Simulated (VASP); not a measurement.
# GaSb (I-4m2) in VASP: single point with r2SCAN

Aim: the single point of GaSb with r2SCAN.

Program: VASP 6.6.1. These are calculated values, not measurements. Logs are shortened: lines on timing, memory, paths and dates and some standing lists are left out, and cuts for length are marked.

### 1 The cell of the first run

The structure is tetragonal, space group I-4m2 (No. 119). The conventional cell has a = 4.256 Å, b = 4.256 Å, c = 6.320 Å, α = 90.00°, β = 90.00°, γ = 90.00°. Ga (site symmetry -4m2) has 4 Sb at 2.65 Å within 3.5 Å. Sb (site symmetry -4m2) has 4 Ga at 2.65 Å within 3.5 Å.

### 2 Single point, r2SCAN

POSCAR

```
GaSb
1.0
    0.0000000000      3.0096526611      3.1601352941
    3.0096526611      0.0000000000      3.1601352941
    3.0096526611      3.0096526611      0.0000000000
Ga Sb
1 1
Direct
    0.0000000000      0.0000000000      0.0000000000
    0.7500000000      0.7500000000      0.7500000000
```

INCAR.step1

```
SYSTEM = GaSb
PREC     = Accurate       ! precision mode
ENCUT    = 520            ! plane-wave cutoff, eV
ISMEAR   = 0              ! smearing method
SIGMA    = 0.05           ! smearing width, eV
LREAL    = .False.        ! projectors in reciprocal space
LASPH    = .True.         ! aspherical terms in the spheres
NELM     = 60             ! most SCF steps
NBANDS   = 16             ! bands
GGA      = PE             ! functional
ALGO     = Normal         ! electronic algorithm
EDIFF    = 1E-4           ! SCF threshold, eV
LWAVE    = .True.         ! write WAVECAR
LCHARG   = .False.        ! write CHGCAR
```

INCAR.step2

```
SYSTEM = GaSb
PREC     = Accurate       ! precision mode
ENCUT    = 520            ! plane-wave cutoff, eV
EDIFF    = 1E-6           ! SCF threshold, eV
ISMEAR   = 0              ! smearing method
SIGMA    = 0.05           ! smearing width, eV
LREAL    = .False.        ! projectors in reciprocal space
LASPH    = .True.         ! aspherical terms in the spheres
NELM     = 60             ! most SCF steps
ALGO     = Normal         ! electronic algorithm
ISIF     = 2              ! what is computed and relaxed
LWAVE    = .False.        ! write WAVECAR
LCHARG   = .True.         ! write CHGCAR
METAGGA  = R2SCAN         ! meta-GGA
LMIXTAU  = .True.       
LELF     = .True.         ! ELF
LVHAR    = .True.       
NBANDS   = 16             ! bands
ISTART   = 1
```

KPOINTS

```
Automatic mesh
0
Gamma
  10 10 10
  0 0 0
```

Potentials or basis: VASP PAW PBE potentials, release 64 (Ga_d, Sb).

The run is started by

```console
> cat potpaw_PBE.64/Ga_d/POTCAR potpaw_PBE.64/Sb/POTCAR > POTCAR
> cp INCAR.step1 INCAR
> mpirun -np 1 vasp_std > vasp.out
> cp INCAR.step2 INCAR
> mpirun -np 1 vasp_std > vasp.out
```

OUTCAR:

```text
SYSTEM = GaSb
   PREC = Accurate
   ENCUT = 520
   EDIFF = 1E-6
   ISMEAR = 0
   LREAL = .False.
   LASPH = .True.
   NELM = 60
   ISIF = 2
   METAGGA = R2SCAN
   ISTART = 1

 ion  position               nearest neighbor table
   1  0.000  0.000  0.000-   2 2.65   2 2.65   2 2.65   2 2.65
   2  0.750  0.750  0.750-   1 2.65   1 2.65   1 2.65   1 2.65

  LATTYP: Found a body centered tetragonal cell.
 ALAT       =     4.2562916114
 C/A-ratio  =     1.4849242405

  Lattice vectors:

 A1 = (  -3.0096526611,   0.0000000000,   3.1601352941)
 A2 = (   3.0096526611,   0.0000000000,   3.1601352941)
 A3 = (   0.0000000000,   3.0096526611,  -3.1601352941)

Analysis of symmetry for initial positions (statically):
=====================================================================
 Subroutine PRICEL returns:
 Original cell was already a primitive cell.

 Routine SETGRP: Setting up the symmetry group for a
 body centered tetragonal supercell.

 Subroutine GETGRP returns: Found  8 space group operations
 (whereof  8 operations were pure point group operations)
 out of a pool of 16 trial point group operations.

The static configuration has the point symmetry D_2d.

Analysis of symmetry for dynamics (positions and initial velocities):
=====================================================================
 Subroutine PRICEL returns:
 Original cell was already a primitive cell.

 Routine SETGRP: Setting up the symmetry group for a
 body centered tetragonal supercell.

 Subroutine GETGRP returns: Found  8 space group operations
 (whereof  8 operations were pure point group operations)
 out of a pool of 16 trial point group operations.

The dynamic configuration has the point symmetry D_2d.

 Subroutine INISYM returns: Found  8 space group operations
 (whereof  8 operations are pure point group operations),
 and found     1 'primitive' translations

----------------------------------------------------------------------------------------

                                     Primitive cell

  volume of cell :      57.2491

  direct lattice vectors                    reciprocal lattice vectors
     0.000000000  3.009652661  3.160135294    -0.166132128  0.166132128  0.158221074
     3.009652661  0.000000000  3.160135294     0.166132128 -0.166132128  0.158221074
     3.009652661  3.009652661  0.000000000     0.166132128  0.166132128 -0.158221074

[... 75 lines left out ...]
   ISTART =      1    job   : 0-new  1-cont  2-samecut
   ICHARG =      0    charge: 1-file 2-atom 10-const
   ISPIN  =      1    spin polarized calculation?
   LNONCOLLINEAR =      F non collinear calculations
   LSORBIT =      F    spin-orbit coupling
   LASPH  =      T    aspherical Exc in radial PAW
   ENCUT  =  520.0 eV  38.22 Ry    6.18 a.u.   8.11  8.11  7.91*2*pi/ulx,y,z
   NELM   =     60;   NELMIN=  2; NELMDL=  0     # of ELM steps
   EDIFF  = 0.1E-05   stopping-criterion for ELM
   LREAL  =      F    real-space projection
   EDIFFG = 0.1E-04   stopping-criterion for IOM
   NSW    =      0    number of steps for IOM
   IBRION =     -1    ionic relax: 0-MD 1-quasi-New 2-CG
   NFREE  =      0    steps in history (QN), initial steepest desc. (CG)
   ISIF   =      2    stress and relaxation
   ISYM   =      2    0-nonsym 1-usesym 2-fastsym
   POTIM  = 0.5000    time-step for ionic-motion
   TEBEG  =    0.0;   TEEND  =   0.0 temperature during run
   PSTRESS=    0.0 pullay stress
   NELECT =      18.0000    total number of electrons
   NUPDOWN=      -1.0000    fix difference up-down
   EMIN   =  10.00;   EMAX   =-10.00  energy-range for DOS
   EFERMI =   0.00;   METHOD = LEGACY
   ISMEAR =     0;   SIGMA  =   0.05  broadening in eV -4-tet -1-fermi 0-gaus
   EFERMI_NEDOS =   21; number of points for ismear=-14 and -15
   IALGO  =     38    algorithm
   IMIX   =      4    mixing-type and parameters
     AMIX     =   0.40;   BMIX     =  1.00
     AMIX_MAG =   1.60;   BMIX_MAG =  1.00
  volume/ion in A,a.u.               =      28.62       193.17
  Fermi-wavevector in a.u.,A,eV,Ry     =   1.113208  2.103657 16.860766  1.239231
  Thomas-Fermi vector in A             =   2.249790
   LORBIT       =      0    0 simple, 1 ext, 2 COOP (PROOUT), +10 PAW based schemes
   METAGGA = R2SCAN    functional components
   LHFCALC =     F    Hartree Fock is set to
   AEXX    =    0.0000 exact exchange contribution
   IVDW    =     0    specifies the selected vdW correction
   LEPSILON=     F    determine dielectric tensor
   LRPA    =     F    only Hartree local field effects (RPA)
 non-spin polarized calculation
 Gauss-broadening in eV      SIGMA  =   0.05
  energy-cutoff  :      520.00
  volume of cell :       57.25
 maximum number of plane-waves:      1553
   NGX = 17   NGY = 17   NGZ = 15

 number of electron      17.9999988 magnetization

 Free energy of the ion-electron system (eV)
  ---------------------------------------------------
  ext. energy  EPLUGINS =         0.00000000
  ---------------------------------------------------
  free energy    TOTEN  =       -37.58946329 eV

  energy without entropy =      -37.58946329  energy(sigma->0) =      -37.58946329

 E-fermi :   4.9548     XC(G=0):  -9.7235

 val. band max:        4.7906246330   @ k =   0.0000   0.0000   0.0000
 cond. band min:       5.1138351427   @ k =   0.0000   0.0000   0.0000
 fundamental gap:      0.3232105096
 Fermi energy:         4.9547740560

 k-point     1 :       0.0000    0.0000    0.0000
  band No.  band energies     occupation
      1     -10.8155      2.00000
      2     -10.8091      2.00000
      3     -10.8091      2.00000
      4     -10.7576      2.00000
      5     -10.7524      2.00000
      6      -7.2423      2.00000
[... 433 lines left out ...]
      3     -10.7891      2.00000
      4     -10.7592      2.00000
      5     -10.7553      2.00000
      6      -5.6174      2.00000
[... 8 lines left out ...]
     15      15.5047      0.00000
     16      15.7018      0.00000

 [... further k-points ...]
[... 5 lines left out ...]
  --------------------------------------------------------------------------------------
  -------------------------------------------------------------------------------------
  Total        0.4715185      0.4715185     -0.4720381      0.0000000     -0.0000000     -0.0000000
  in kB       13.1959567     13.1959567    -13.2104982      0.0000000     -0.0000000     -0.0000000
  external PRESSURE =       4.3938051 kB  Pullay stress =       0.0000000 kB

 VOLUME and BASIS-vectors are now :
 -----------------------------------------------------------------------------
  energy-cutoff  :      520.00
  volume of cell :       57.25
      direct lattice vectors                 reciprocal lattice vectors
     0.000000000  3.009652661  3.160135294    -0.166132128  0.166132128  0.158221074
     3.009652661  0.000000000  3.160135294     0.166132128 -0.166132128  0.158221074
     3.009652661  3.009652661  0.000000000     0.166132128  0.166132128 -0.158221074

 POSITION                                       TOTAL-FORCE (eV/Angst)
 -----------------------------------------------------------------------------------
      0.00000      0.00000      0.00000        -0.000000     -0.000000     -0.000000
      4.51448      4.51448      4.74020         0.000000      0.000000      0.000000
 -----------------------------------------------------------------------------------
    total drift:                               -0.000008     -0.000008      0.000025

  FREE ENERGIE OF THE ION-ELECTRON SYSTEM (eV)
  ---------------------------------------------------
  free  energy   TOTEN  =       -37.5894632948 eV

  energy  without entropy=      -37.5894632925  energy(sigma->0) =      -37.58946329
```

OUTCAR.step1:

```text
SYSTEM = GaSb
   PREC = Accurate
   ENCUT = 520
   ISMEAR = 0
   LREAL = .False.
   LASPH = .True.
[... 678 lines left out ...]
      0.00000      0.00000      0.00000         0.000000      0.000000      0.000000
      4.51448      4.51448      4.74020        -0.000000     -0.000000     -0.000000
 -----------------------------------------------------------------------------------
    total drift:                               -0.000002     -0.000002     -0.000002

  FREE ENERGIE OF THE ION-ELECTRON SYSTEM (eV)
  ---------------------------------------------------
  free  energy   TOTEN  =        -7.3384371910 eV

  energy  without entropy=       -7.3383790623  energy(sigma->0) =       -7.33840813
```

OSZICAR.step1:

```text
N       E                     dE             d eps       ncg     rms          rms(c)
DAV:   1     0.835769635467E+02    0.83577E+02   -0.85925E+03  3304   0.139E+03
DAV:   2    -0.802153166413E+00   -0.84379E+02   -0.81319E+02  3888   0.301E+02
DAV:   3    -0.727878733839E+01   -0.64766E+01   -0.64586E+01  3960   0.657E+01
DAV:   4    -0.739052079377E+01   -0.11173E+00   -0.11172E+00  4088   0.975E+00
DAV:   5    -0.739316097937E+01   -0.26402E-02   -0.26401E-02  4264   0.133E+00    0.317E+00
DAV:   6    -0.735002474539E+01    0.43136E-01   -0.62370E-02  4664   0.389E+00    0.190E+00
DAV:   7    -0.733699762136E+01    0.13027E-01   -0.37904E-02  3864   0.157E+00    0.345E-01
DAV:   8    -0.733794108373E+01   -0.94346E-03   -0.43058E-03  4352   0.745E-01    0.839E-02
DAV:   9    -0.733841237668E+01   -0.47129E-03   -0.66948E-04  3936   0.197E-01    0.332E-02
DAV:  10    -0.733843719101E+01   -0.24814E-04   -0.30563E-05  3360   0.372E-02
   1 F= -.73384372E+01 E0= -.73384081E+01  d E =-.581287E-04
```

Run time: 2.3 min. Hardware: 1 thread of Intel Xeon Platinum 8488C (Sapphire Rapids), shared host; peak memory 0.25 GiB.

Results:

```yaml
Free_energy: -37.5895 eV
Pressure: 0.4 GPa
Band_gap_on_the_k_mesh: 0.32 eV, direct
```

Stress tensor (GPa, compression positive):
```
 1.32  0.00  0.00
 0.00  1.32  0.00
 0.00  0.00 -1.32
```

Levels at points of the mesh, in eV from the valence-band top:
| k point | band 7 | band 8 | band 9 | band 10 | band 11 | band 12 |
| --- | --- | --- | --- | --- | --- | --- |
| (0.00, 0.00, 0.00) | -0.32 | 0.00 | 0.00 | 0.32 | 2.83 | 2.83 |
| (0.50, 0.00, 0.00) | -6.68 | -1.52 | -1.12 | 0.54 | 3.82 | 4.04 |
| (0.50, 0.50, 0.00) | -7.31 | -2.59 | -2.59 | 1.28 | 1.60 | 9.12 |
| (0.50, 0.00, 0.50) | -7.07 | -2.92 | -2.87 | 0.89 | 1.27 | 9.03 |

Caveat: the PAW data sets were made with another functional, which shifts forces and pressure a little; spin-orbit coupling is left out, which moves the levels of the heavy elements.
